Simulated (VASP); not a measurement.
Lu:

```
CELL_PARAMETERS angstrom
-1.94642 1.94642 1.94642
1.94642 -1.94642 1.94642
1.94642 1.94642 -1.94642
ATOMIC_POSITIONS crystal
Lu 0.00000 0.00000 0.00000
```

This isn't the form of Lu at room conditions, which is hcp.

```yaml
Program: VASP 6.6.1
Task: relaxation of cell and atoms
Functional: revPBE
Potentials_or_basis: VASP PAW PBE potentials, release 64 (Lu)
Cutoff: 600 eV
k_mesh: 11 × 11 × 11
Occupations: fermi-dirac, width 0.1 eV
Spin: no spin polarisation
```

At the start: pressure 2.1 GPa; volume 29.50 Å³/atom.

Question: Where does the relaxation end?

Answer: Over 3 steps the energy falls by 8.1 meV/atom and the volume is 30.82 Å³/atom (+4.5 %); space group Im-3m (No. 229, to 0.1 Å) before and after.

Step by step:
```tsv
step	energy change (eV)	largest force (eV/Å)	pressure (GPa)	volume (Å³)
1	0.0000	0.0000	2.14	29.50
2	-0.0075	0.0000	-0.42	31.21
3	-0.0081	0.0000	-0.03	30.82
```

Final structure:
```cif
data_structure
_symmetry_space_group_name_H-M 'P 1'
_symmetry_Int_Tables_number 1
_cell_length_a 3.4210
_cell_length_b 3.4210
_cell_length_c 3.4210
_cell_angle_alpha 109.471
_cell_angle_beta 109.471
_cell_angle_gamma 109.471
_cell_volume 30.82
loop_
_atom_site_label
_atom_site_type_symbol
_atom_site_fract_x
_atom_site_fract_y
_atom_site_fract_z
_atom_site_occupancy
Lu1 Lu 0.00000 0.00000 0.00000 1
```

Caveat: the PAW data sets were made with another functional, which shifts forces and pressure a little.
